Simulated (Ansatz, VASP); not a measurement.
# One calculation of CdS, two programs

INCAR

```
PREC = Accurate
ENCUT = 520
EDIFF = 1E-6
ISMEAR = 0
SIGMA = 0.01
LREAL = False
LASPH = True
NELM = 80
ALGO = Normal
ISIF = 2
LWAVE = False
LCHARG = False
GGA = CA
NBANDS = 16
```

Contents of KPOINTS:

```
regular mesh
0
Gamma
  8 8 8
```

File POSCAR:

```
CdS
1.0
    2.7337494014      2.7337494014      0.0000000000
   -2.7337494014      2.7337494014      0.0000000000
    0.0000000000      2.7337494014      2.7337494014
Cd S
1 1
Direct
    0.0000000000      0.0000000000      0.0000000000
    0.7500000000      0.2500000000      0.5000000000
```

Input for Ansatz:

```yaml
crystal:
  lattice:
    - [2.73374940139, 2.73374940139, 0.0]
    - [-2.73374940139, 2.73374940139, 0.0]
    - [0.0, 2.73374940139, 2.73374940139]
  atoms:
    - { symbol: Cd, position: [0.0, 0.0, 0.0] }
    - { symbol: S, position: [0.75, 0.25, 0.5] }
kpoints:
  mp_grid: { grid: [8, 8, 8] }
scf:
  occupations: { method: fixed }
  convergence: { dr2_threshold: 1.0e-10 }
hamiltonian:
  xc: lda
  pseudopotentials: { kind: all_electron, lapw: { basis_error: 0.0005 } }
output:
  forces: true
  stress: true
  eigenstates:
    kpoints:
      - [0.0, 0.0, 0.0]
      - [-0.5, -0.5, -0.5]
      - [-0.5, 0.5, 0.0]
      - [0.0, 0.0, -0.5]
      - [0.0, -0.5, -0.5]
      - [0.0, 0.5, 0.0]
      - [-0.5, 0.0, 0.0]
      - [-0.5, 0.0, -0.5]
  eigenvalues: true
```

Alike in both runs: task single point; functional LDA; k mesh 8 × 8 × 8; no spin polarisation.

```csv
,VASP,Ansatz
version,VASP 6.6.1,Ansatz 0.2.0
potentials or method,"VASP PAW LDA potentials, release 64 (Cd, S), cutoff 520 eV","all-electron LAPW, scalar-relativistic"
occupations,"gaussian, width 0.01 eV",fixed
```

|  | VASP | Ansatz | Ansatz less VASP |
| --- | --- | --- | --- |
| gap on the k mesh at the Fermi level (eV) | 1.29 | 1.24 | -0.047 |
| pressure (GPa) | 16.0 | 15.1 | -0.99 |

LDA's correlation is that of Perdew and Zunger in VASP and of Perdew and Wang (1992) in Ansatz. Ansatz ran all-electron here, and VASP with PAW potentials.
